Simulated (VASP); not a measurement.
Runs of VASP 6.6.1 on YAlSe3. The structure is that of space group Pm-3m (No. 221), or close to it. The cells are those of the table. 

```tsv
task	cell	k mesh	cutoff (eV)	gap on the mesh (eV)	pressure (GPa)	relaxed volume (Å³/atom)
single point	a = 4.893 Å, 5 atoms	8 × 8 × 8	520	none	(a)	-
single point	a = 5.128 Å, 5 atoms	4 × 4 × 4	520	none	-7.0	-
relaxation of cell and atoms	relaxed from a = 4.898 Å, 5 atoms	8 × 8 × 8	600	none	0.0	23.44
relaxation of cell and atoms	relaxed from a = 5.128 Å, 5 atoms	4 × 4 × 4	600	none	0.0	23.45
single point	a = 4.898 Å, 5 atoms	4 × 4 × 4	520	none	(b)	-
```

Alike in all rows: level PBE; potentials or basis VASP PAW PBE potentials, release 64 (Y_sv, Al, Se); no spin polarisation; smearing gaussian 0.1 eV.

Question: Fill in the values left out.

Answer: (a) 0.1; (b) -0.1.

A k mesh can miss the band edges, and the runs leave out spin-orbit coupling on Se, Y.

A gap of «none» marks levels without a gap at the run's occupations.
